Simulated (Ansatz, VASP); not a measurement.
# Zr in VASP and in Ansatz

Contents of INCAR:

```
SYSTEM = Zr
ALGO     = Fast           ! electronic algorithm
EDIFF    = 1E-7           ! SCF threshold, eV
ENCUT    = 520            ! plane-wave cutoff, eV
GGA      = PS             ! functional
ISIF     = 2              ! what is computed and relaxed
ISMEAR   = 0              ! smearing method
LASPH    = .True.         ! aspherical terms in the spheres
LCHARG   = .False.        ! write CHGCAR
LREAL    = .False.        ! projectors in reciprocal space
LWAVE    = .False.        ! write WAVECAR
NBANDS   = 19             ! bands
NELM     = 100            ! most SCF steps
PREC     = Accurate       ! precision mode
SIGMA    = 0.15           ! smearing width, eV
```

Contents of KPOINTS:

```
k-points
0
Gamma
  18 18 10
  0 0 0
```

File POSCAR:

```
Zr
1.0
    2.9613517485      0.0000000000      0.0000000000
   -1.4806758742      2.5646058437      0.0000000000
    0.0000000000      0.0000000000      6.1307894745
Zr
2
Direct
    0.3333333333      0.6666666667      0.2500000000
    0.6666666667      0.3333333333      0.7500000000
```

Input for Ansatz:

```yaml
crystal:
  lattice:
    - [2.9613517485, 0.0, 0.0]
    - [-1.4806758742, 2.5646058437, 0.0]
    - [0.0, 0.0, 6.1307894745]
  atoms:
    - { symbol: Zr, position: [0.3333333333, 0.6666666667, 0.25] }
    - { symbol: Zr, position: [0.6666666667, 0.3333333333, 0.75] }
basis:
  ecutwfc: 420
kpoints:
  mp_grid: { grid: [18, 18, 10] }
hamiltonian:
  xc: pbesol
scf:
  occupations: { method: gaussian, width: 0.15 }
output:
  forces: true
  stress: true
  eigenvalues: true
```

Alike in both runs: task single point; functional PBEsol; k mesh 18 × 18 × 10; occupations gaussian, width 0.15 eV; no spin polarisation.

|  | VASP | Ansatz |
| --- | --- | --- |
| version | VASP 6.6.1 | Ansatz 0.2.0 |
| potentials or method | VASP PAW PBE potentials, release 64 (Zr_sv), cutoff 520 eV | scalar-relativistic, plane waves, PAW |
| valence electrons in the cell | 24 | 24 |

|  | VASP | Ansatz | Ansatz less VASP |
| --- | --- | --- | --- |
| gap on the k mesh at the Fermi level (eV) | none | none | - |
| pressure (GPa) | -3.3 | -3.4 | -0.08 |
| traceless stress, the component that is largest in VASP (GPa) | -8.42 | -8.35 | +0.067 |

VASP's potentials were made for PBE, not for PBEsol. A gap of «none» marks a metal or a gap that the smearing closes. With one functional, cell and mesh, what is left measures potentials, basis and numerics.
